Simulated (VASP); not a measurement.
# PdPt2Se6 in VASP: further runs

The runs below take PdPt2Se6 through single point, with PBE.

Program: VASP 6.6.1. These are calculated values, not measurements. Logs are shortened: lines on timing, memory, paths and dates and some standing lists are left out, and cuts for length are marked.

### Step 1. The cell of the first run

Symmetry: R-3, No. 148, trigonal system. Conventional cell: a = 6.494 Å, b = 6.494 Å, c = 18.746 Å, α = 90.00°, β = 90.00°, γ = 120.00°. Within 3.3 Å of Pd (site symmetry -3) lie 6 Se at 2.53 Å. Pt (site symmetry 3) has 6 Se at 2.53 Å within 3.3 Å. Se (site symmetry 1) has 2 Pt at 2.53 Å and 1 Pd at 2.53 Å and 3 Se at 3.39 to 3.40 Å within 3.4 Å.

### Step 2. Single point, PBE

INCAR reads:

```
PREC = Accurate
ENCUT = 520
EDIFF = 1E-6
ISMEAR = 0
SIGMA = 0.1
LREAL = False
LASPH = True
NELM = 80
ALGO = Normal
ISIF = 2
LWAVE = False
LCHARG = False
GGA = PE
NBANDS = 43
```

KPOINTS reads:

```
regular mesh
0
Gamma
  4 4 4
```

POSCAR reads:

```
PdPt2Se6
1.0
   -3.2471099218      5.6241593623      0.0000000000
   -6.4942198436      0.0000000000      0.0000000000
   -3.2471099218      1.8747197874      6.2487596000
Pd Pt Se
1 2 6
Direct
    0.0000000000      0.0000000000      0.0000000000
    0.3332810000      0.3332810000      0.0001570000
    0.6667190000      0.6667190000      0.9998430000
    0.0698760000      0.4032280000      0.7908020000
    0.4032280000      0.7360940000      0.7908020000
    0.7360940000      0.0698760000      0.7908020000
    0.2639060000      0.9301240000      0.2091980000
    0.5967720000      0.2639060000      0.2091980000
    0.9301240000      0.5967720000      0.2091980000
```

Potentials or basis: VASP PAW PBE potentials, release 64 (Pd, Pt, Se).

On the command line:

```sh
> cat potpaw_PBE.64/Pd/POTCAR potpaw_PBE.64/Pt/POTCAR potpaw_PBE.64/Se/POTCAR > POTCAR
> mpirun -np 1 vasp_std > vasp.out
```

OUTCAR:

```text
PREC = Accurate
   ENCUT = 520
   EDIFF = 1E-6
   ISMEAR = 0
   LREAL = False
   LASPH = True
   NELM = 80
   ISIF = 2
   GGA = PE

 ion  position               nearest neighbor table
   1  0.000  0.000  0.000-   6 2.53   7 2.53   4 2.53   9 2.53   8 2.53   5 2.53
   2  0.333  0.333  0.000-   4 2.53   5 2.53   6 2.53   8 2.53   7 2.53   9 2.53
   3  0.667  0.667  1.000-   9 2.53   8 2.53   7 2.53   5 2.53   6 2.53   4 2.53
   4  0.070  0.403  0.791-   2 2.53   3 2.53   1 2.53
   5  0.403  0.736  0.791-   2 2.53   3 2.53   1 2.53
   6  0.736  0.070  0.791-   2 2.53   3 2.53   1 2.53
   7  0.264  0.930  0.209-   3 2.53   2 2.53   1 2.53
   8  0.597  0.264  0.209-   3 2.53   2 2.53   1 2.53
   9  0.930  0.597  0.209-   3 2.53   2 2.53   1 2.53

  LATTYP: Found a trigonal (rhomboedric) cell.
 ALAT       =     7.2873378997
 COS(alpha) =     0.6029125491

  Lattice vectors:

 A1 = (   0.0000000000,  -3.7494395749,   6.2487596000)
 A2 = (   3.2471099218,   1.8747197874,   6.2487596000)
 A3 = (  -3.2471099218,   1.8747197874,   6.2487596000)

Analysis of symmetry for initial positions (statically):
=====================================================================
 Subroutine PRICEL returns:
 Original cell was already a primitive cell.

 Routine SETGRP: Setting up the symmetry group for a
 trigonal (rhombohedral) supercell.

 Subroutine GETGRP returns: Found  6 space group operations
 (whereof  6 operations were pure point group operations)
 out of a pool of 12 trial point group operations.

The static configuration has the point symmetry S_6 .

Analysis of symmetry for dynamics (positions and initial velocities):
=====================================================================
 Subroutine PRICEL returns:
 Original cell was already a primitive cell.

 Routine SETGRP: Setting up the symmetry group for a
 trigonal (rhombohedral) supercell.

 Subroutine GETGRP returns: Found  6 space group operations
 (whereof  6 operations were pure point group operations)
 out of a pool of 12 trial point group operations.

The dynamic configuration has the point symmetry S_6 .

 Subroutine INISYM returns: Found  6 space group operations
 (whereof  6 operations are pure point group operations),
 and found     1 'primitive' translations

----------------------------------------------------------------------------------------

                                     Primitive cell

  volume of cell :     228.2330

  direct lattice vectors                    reciprocal lattice vectors
    -3.247109922  5.624159362  0.000000000     0.000000000  0.177804350 -0.053343920
    -6.494219844  0.000000000  0.000000000    -0.153983084 -0.088902175 -0.053343920
    -3.247109922  1.874719787  6.248759600     0.000000000  0.000000000  0.160031761

  length of vectors
     6.494219844  6.494219844  7.287337900     0.185633943  0.185633943  0.160031761

  position of ions in fractional coordinates (direct lattice)
     0.000000000  0.000000000  0.000000000
     0.333281000  0.333281000  0.000157000
     0.666719000  0.666719000  0.999843000
     0.069876000  0.403228000  0.790802000
     0.403228000  0.736094000  0.790802000
     0.736094000  0.069876000  0.790802000
     0.263906000  0.930124000  0.209198000
     0.596772000  0.263906000  0.209198000
     0.930124000  0.596772000  0.209198000

  ion indices of the primitive-cell ions
   primitive index   ion index
                 1           1
                 2           2
                 3           3
                 4           4
                 5           5
                 6           6
                 7           7
                 8           8
                 9           9

----------------------------------------------------------------------------------------

 KPOINTS: regular mesh

Automatic generation of k-mesh.
 Grid dimensions read from file:
 generate k-points for:    4    4    4

 Generating k-lattice:

  Cartesian coordinates                     Fractional coordinates (reciprocal lattice)
     0.000000000  0.044451088 -0.013335980     0.250000000  0.000000000  0.000000000
    -0.038495771 -0.022225544 -0.013335980     0.000000000  0.250000000  0.000000000
     0.000000000  0.000000000  0.040007940     0.000000000  0.000000000  0.250000000

  Length of vectors
     0.046408486  0.046408486  0.040007940

  Shift w.r.t. Gamma in fractional coordinates (k-lattice)
     0.000000000  0.000000000  0.000000000

 Subroutine IBZKPT returns following result:
 ===========================================

 Found     14 irreducible k-points:

 Following reciprocal coordinates:
            Coordinates               Weight
  0.000000  0.000000  0.000000      1.000000
  0.250000  0.000000  0.000000      6.000000
  0.500000  0.000000  0.000000      3.000000
  0.250000  0.250000  0.000000      6.000000
  0.500000  0.250000  0.000000      6.000000
 -0.250000  0.250000  0.250000      6.000000
 -0.250000  0.250000  0.000000      6.000000
  0.500000  0.500000  0.000000      3.000000
  0.000000  0.000000  0.250000      2.000000
  0.500000  0.000000  0.250000      6.000000
 -0.250000  0.000000  0.250000      6.000000
 -0.250000  0.500000  0.250000      6.000000
 -0.250000 -0.250000  0.250000      6.000000
  0.000000  0.000000  0.500000      1.000000
   k-points           NKPTS =     14   k-points in BZ     NKDIM =     14   number of bands    NBANDS=     43
   number of dos      NEDOS =    301   number of ions     NIONS =      9
   total plane-waves  NPLWV = 124416
   dimension x,y,z NGX =    48 NGY =   48 NGZ =   54
   dimension x,y,z NGXF=    96 NGYF=   96 NGZF=  108
   ions per type =               1   2   6
   NGX,Y,Z   is equivalent  to a cutoff of  12.29, 12.29, 12.32 a.u.
   NGXF,Y,Z  is equivalent  to a cutoff of  24.58, 24.58, 24.64 a.u.
 SYSTEM =  unknown system
   PREC   = accura    normal or accurate (medium, high low for compatibility)
   ISTART =      0    job   : 0-new  1-cont  2-samecut
   ICHARG =      2    charge: 1-file 2-atom 10-const
   ISPIN  =      1    spin polarized calculation?
   LNONCOLLINEAR =      F non collinear calculations
   LSORBIT =      F    spin-orbit coupling
   LASPH  =      T    aspherical Exc in radial PAW
   ENCUT  =  520.0 eV  38.22 Ry    6.18 a.u.  12.07 12.07 13.55*2*pi/ulx,y,z
   NELM   =     80;   NELMIN=  2; NELMDL= -5     # of ELM steps
   EDIFF  = 0.1E-05   stopping-criterion for ELM
   LREAL  =      F    real-space projection
   EDIFFG = 0.1E-04   stopping-criterion for IOM
   NSW    =      0    number of steps for IOM
   IBRION =     -1    ionic relax: 0-MD 1-quasi-New 2-CG
   NFREE  =      0    steps in history (QN), initial steepest desc. (CG)
   ISIF   =      2    stress and relaxation
   ISYM   =      2    0-nonsym 1-usesym 2-fastsym
   POTIM  = 0.5000    time-step for ionic-motion
   TEBEG  =    0.0;   TEEND  =   0.0 temperature during run
   PSTRESS=    0.0 pullay stress
   NELECT =      66.0000    total number of electrons
   NUPDOWN=      -1.0000    fix difference up-down
   EMIN   =  10.00;   EMAX   =-10.00  energy-range for DOS
   EFERMI =   0.00;   METHOD = LEGACY
   ISMEAR =     0;   SIGMA  =   0.10  broadening in eV -4-tet -1-fermi 0-gaus
   EFERMI_NEDOS =   21; number of points for ismear=-14 and -15
   IALGO  =     38    algorithm
   IMIX   =      4    mixing-type and parameters
     AMIX     =   0.40;   BMIX     =  1.00
     AMIX_MAG =   1.60;   BMIX_MAG =  1.00
  volume/ion in A,a.u.               =      25.36       171.13
  Fermi-wavevector in a.u.,A,eV,Ry     =   1.082588  2.045795 15.945994  1.171997
  Thomas-Fermi vector in A             =   2.218633
   LORBIT       =      0    0 simple, 1 ext, 2 COOP (PROOUT), +10 PAW based schemes
   GGA     = PE    functional components
   LHFCALC =     F    Hartree Fock is set to
   AEXX    =    0.0000 exact exchange contribution
   IVDW    =     0    specifies the selected vdW correction
   LEPSILON=     F    determine dielectric tensor
   LRPA    =     F    only Hartree local field effects (RPA)
 non-spin polarized calculation
 Gauss-broadening in eV      SIGMA  =   0.10
  energy-cutoff  :      520.00
  volume of cell :      228.23
 maximum number of plane-waves:      6155
   NGX = 25   NGY = 25   NGZ = 27

 number of electron      66.0000002 magnetization

 Free energy of the ion-electron system (eV)
  ---------------------------------------------------
  ext. energy  EPLUGINS =         0.00000000
  ---------------------------------------------------
  free energy    TOTEN  =       -41.58854366 eV

  energy without entropy =      -41.58852268  energy(sigma->0) =      -41.58853317

 E-fermi :   3.7020     XC(G=0):  -9.2262

 val. band max:        3.4523455880   @ k =   0.2500   0.0000   0.0000
 cond. band min:       3.9514969327   @ k =  -0.2500   0.2500   0.2500
 fundamental gap:      0.4991513447
 Fermi energy:         3.7020035857

 k-point     1 :       0.0000    0.0000    0.0000
  band No.  band energies     occupation
      1     -10.7648      2.00000
      2      -9.2044      2.00000
      3      -9.2044      2.00000
      4      -9.1648      2.00000
      5      -9.1648      2.00000
      6      -8.9744      2.00000
[... 35 lines left out ...]
     42       9.3669      0.00000
     43      10.0025      0.00000

 k-point     2 :       0.2500    0.0000    0.0000
  band No.  band energies     occupation
      1     -10.5582      2.00000
      2      -9.4303      2.00000
      3      -9.2731      2.00000
      4      -9.2030      2.00000
      5      -9.1399      2.00000
      6      -9.0000      2.00000
[... 35 lines left out ...]
     42       9.5618      0.00000
     43       9.6874      0.00000

 k-point     3 :       0.5000    0.0000    0.0000
  band No.  band energies     occupation
      1     -10.0774      2.00000
      2      -9.9573      2.00000
      3      -9.3532      2.00000
      4      -9.2042      2.00000
      5      -9.0950      2.00000
      6      -9.0450      2.00000
[... 459 lines left out ...]
      6      -9.1079      2.00000
[... 35 lines left out ...]
     42       9.7443      0.00000
     43      10.0685      0.00000

 k-point    14 :       0.0000    0.0000    0.5000
  band No.  band energies     occupation
      1     -10.6894      2.00000
      2      -9.2050      2.00000
      3      -9.2050      2.00000
      4      -9.1664      2.00000
      5      -9.1664      2.00000
      6      -9.1269      2.00000
[... 35 lines left out ...]
     42       8.9921      0.00000
     43       9.8251      0.00000

------------------------ aborting loop because EDIFF is reached ----------------------------------------

  FORCE on cell =-STRESS in cart. coord.  units (eV):
  Direction    XX          YY          ZZ          XY          YZ          ZX
  --------------------------------------------------------------------------------------
  -------------------------------------------------------------------------------------
  Total       -0.0341632     -0.0341632      0.0029089      0.0000000     -0.0000000     -0.0000000
  in kB       -0.2398231     -0.2398231      0.0204199      0.0000001     -0.0000000     -0.0000000
  external PRESSURE =      -0.1530754 kB  Pullay stress =       0.0000000 kB

 VOLUME and BASIS-vectors are now :
 -----------------------------------------------------------------------------
  energy-cutoff  :      520.00
  volume of cell :      228.23
      direct lattice vectors                 reciprocal lattice vectors
    -3.247109922  5.624159362  0.000000000     0.000000000  0.177804350 -0.053343920
    -6.494219844  0.000000000  0.000000000    -0.153983084 -0.088902175 -0.053343920
    -3.247109922  1.874719787  6.248759600     0.000000000  0.000000000  0.160031761

 POSITION                                       TOTAL-FORCE (eV/Angst)
 -----------------------------------------------------------------------------------
      0.00000      0.00000      0.00000        -0.000000     -0.000000     -0.000000
     -3.24711      1.87472      0.00098        -0.000000     -0.000000      0.000122
     -9.74133      5.62416      6.24778        -0.000000      0.000000     -0.000122
     -5.41337      1.87553      4.94153        -0.002112      0.000033      0.002991
     -8.65750      3.75035      4.94153         0.001085      0.001813      0.002991
     -5.41179      5.62244      4.94153         0.001027     -0.001846      0.002991
     -7.57665      1.87644      1.30723        -0.001027      0.001846     -0.002991
     -4.33094      3.74853      1.30723        -0.001085     -0.001813     -0.002991
     -7.57507      5.62335      1.30723         0.002112     -0.000033     -0.002991
 -----------------------------------------------------------------------------------
    total drift:                                0.000000      0.000000      0.000000

  FREE ENERGIE OF THE ION-ELECTRON SYSTEM (eV)
  ---------------------------------------------------
  free  energy   TOTEN  =       -41.5885436602 eV

  energy  without entropy=      -41.5885226837  energy(sigma->0) =      -41.58853317
```

It took 78 s on 1 thread of AMD EPYC 9R45 (Zen 5), shared host; peak memory 0.39 GiB.

Results:

| Property | Result |
| --- | --- |
| Free energy | -41.5885 eV |
| Pressure | 0.0 GPa |
| Largest force | 0.004 eV/Å |
| Band gap on the k mesh | 0.50 eV (least direct gap 0.69 eV) |

Forces on the atoms (eV/Å):
```
Pd   0.000  0.000  0.000
Pt   0.000  0.000  0.000
Pt   0.000  0.000  0.000
Se  -0.002  0.000  0.003
Se   0.001  0.002  0.003
Se   0.001 -0.002  0.003
Se  -0.001  0.002 -0.003
Se  -0.001 -0.002 -0.003
Se   0.002  0.000 -0.003
```

Caveat: spin-orbit coupling is left out, which moves the levels of the heavy elements; this functional lacks dispersion, which binds the layers, so the pressure and a relaxed spacing across them are unreliable. A k mesh can miss the band edges.

### Step 3. Single point, PBE

This run uses another cell than the first one, of 26.12 Å³/atom.

INCAR reads:

```
SYSTEM = PdPt2Se6
PREC     = Accurate       ! precision mode
ENCUT    = 520            ! plane-wave cutoff, eV
EDIFF    = 1E-6           ! SCF threshold, eV
ISMEAR   = 0              ! smearing method
SIGMA    = 0.1            ! smearing width, eV
LREAL    = .FALSE.        ! projectors in reciprocal space
LASPH    = .TRUE.         ! aspherical terms in the spheres
NELM     = 80             ! most SCF steps
ALGO     = Normal         ! electronic algorithm
ISIF     = 2              ! what is computed and relaxed
LWAVE    = .FALSE.        ! write WAVECAR
LCHARG   = .FALSE.        ! write CHGCAR
GGA      = PE             ! functional
NBANDS   = 43             ! bands
```

KPOINTS reads:

```
Automatic mesh
0
G
  4 4 4
  0 0 0
```

POSCAR reads:

```
PdPt2Se6
1.0
   -3.2458852874      5.6216327282     -0.0215794018
   -6.4912118855      0.0002926002      0.0040676914
   -3.2499988492      1.8490450946      6.4356772943
Pd Pt Se
1 2 6
Direct
   -0.0000122911      0.0000012476      0.0000226434
    0.3333041763      0.3333234432      0.0000681386
    0.6666863152      0.6666972891      0.9999378844
    0.0659587517      0.4023518130      0.7968814800
    0.3993052743      0.7353609209      0.7968458442
    0.7322874107      0.0690049493      0.7968499536
    0.2676452782      0.9310863974      0.2031259949
    0.6006695770      0.2645637090      0.2031169855
    0.9341555078      0.5976102305      0.2031510751
```

Potentials or basis: VASP PAW PBE potentials, release 64 (Pd, Pt, Se).

On the command line:

```sh
> cat potpaw_PBE.64/Pd/POTCAR potpaw_PBE.64/Pt/POTCAR potpaw_PBE.64/Se/POTCAR > POTCAR
> mpirun -np 1 vasp_std > vasp.out
```

It took 3.1 min on 1 thread of AMD EPYC 9R45 (Zen 5), shared host; peak memory 0.52 GiB.

Results (log left out):

```
Free energy            : -41.5893 eV
Pressure               : -0.1 GPa
Largest force          : 0.011 eV/Å
Band gap on the k mesh : 0.62 eV (least direct gap 0.80 eV)
```

Forces on the atoms (eV/Å):
```
Pd   0.001  0.000 -0.004
Pt   0.001  0.001  0.000
Pt   0.001  0.000  0.000
Se  -0.005 -0.003  0.006
Se   0.000  0.005  0.008
Se   0.004 -0.003  0.008
Se  -0.001  0.007 -0.006
Se  -0.008 -0.003 -0.005
Se   0.006 -0.005 -0.007
```

Levels at points of the mesh, in eV from the valence-band top:
| k point | band 29 | band 30 | band 31 | band 32 | band 33 | band 34 | band 35 | band 36 | band 37 | band 38 |
| --- | --- | --- | --- | --- | --- | --- | --- | --- | --- | --- |
| (0.00, 0.00, 0.00) | -1.28 | -1.27 | -0.23 | -0.23 | -0.17 | 1.21 | 1.22 | 1.64 | 1.65 | 2.45 |
| (0.50, 0.00, 0.00) | -1.27 | -1.10 | -1.05 | -0.30 | -0.14 | 0.99 | 1.34 | 1.40 | 1.78 | 1.98 |
| (0.00, 0.50, 0.00) | -1.27 | -1.10 | -1.05 | -0.30 | -0.14 | 0.99 | 1.33 | 1.40 | 1.78 | 1.99 |
| (0.50, 0.50, 0.00) | -1.15 | -1.04 | -0.91 | -0.49 | -0.35 | 0.96 | 1.26 | 1.36 | 1.70 | 1.82 |
| (0.00, 0.00, 0.50) | -1.27 | -1.20 | -1.19 | -0.27 | -0.26 | 0.97 | 0.98 | 1.38 | 1.39 | 2.51 |
| (0.50, 0.00, 0.50) | -1.14 | -1.05 | -0.90 | -0.50 | -0.36 | 0.96 | 1.25 | 1.36 | 1.70 | 1.80 |
| (0.00, 0.50, 0.50) | -1.15 | -1.04 | -0.91 | -0.50 | -0.35 | 0.96 | 1.26 | 1.36 | 1.70 | 1.80 |
| (0.50, 0.50, 0.50) | -1.27 | -1.10 | -1.05 | -0.30 | -0.15 | 0.99 | 1.33 | 1.40 | 1.78 | 1.96 |

Caveat: spin-orbit coupling is left out, which moves the levels of the heavy elements. A k mesh can miss the band edges.

(Part 1 of 2 ends here.)
